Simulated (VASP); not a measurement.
Runs of VASP 6.6.1 on Ba. The structure is that of space group P6_3/mmc (No. 194), or close to it. The cells are those of the table. 

```csv
task,cell,k mesh,cutoff (eV),gap on the mesh (eV),pressure (GPa),relaxed volume (Å³/atom)
relaxation of cell and atoms,"relaxed from a = 4.324, b = 4.324, c = 7.130 Å, angles 90.0, 90.0, 120.0°, 2 atoms",12 × 12 × 6,600,none,0.0,58.49
relaxation of cell and atoms,"relaxed from a = 3.540, b = 3.540, c = 5.781 Å, angles 90.0, 90.0, 120.0°, 2 atoms",6 × 6 × 4,600,none,-0.1,59.12
single point,"a = 4.329, b = 4.329, c = 7.118 Å, angles 90.0, 90.0, 120.0°, 2 atoms",12 × 12 × 6,520,none,(b),-
single point,"a = 3.540, b = 3.540, c = 5.781 Å, angles 90.0, 90.0, 120.0°, 2 atoms",6 × 6 × 4,520,none,12.6,-
single point,"a = 4.324, b = 4.324, c = 7.130 Å, angles 90.0, 90.0, 120.0°, 2 atoms",6 × 6 × 4,520,none,(a),-
```

Alike in all rows: level PBEsol; potentials or basis VASP PAW PBE potentials, release 64 (Ba_sv); no spin polarisation; smearing gaussian 0.1 eV.

Task: Fill in the values left out.

Result: (a) 0.2; (b) 0.1.

Caveats: the PAW data sets were made with another functional, which shifts forces and pressure a little; spin-orbit coupling is left out, which moves the levels of the heavy elements; the volume moved by over 15 % at a fixed basis, so the end points are rough (some runs).

A k mesh can miss the band edges, and the runs leave out spin-orbit coupling on Ba.

A gap of «none» marks levels without a gap at the run's occupations.
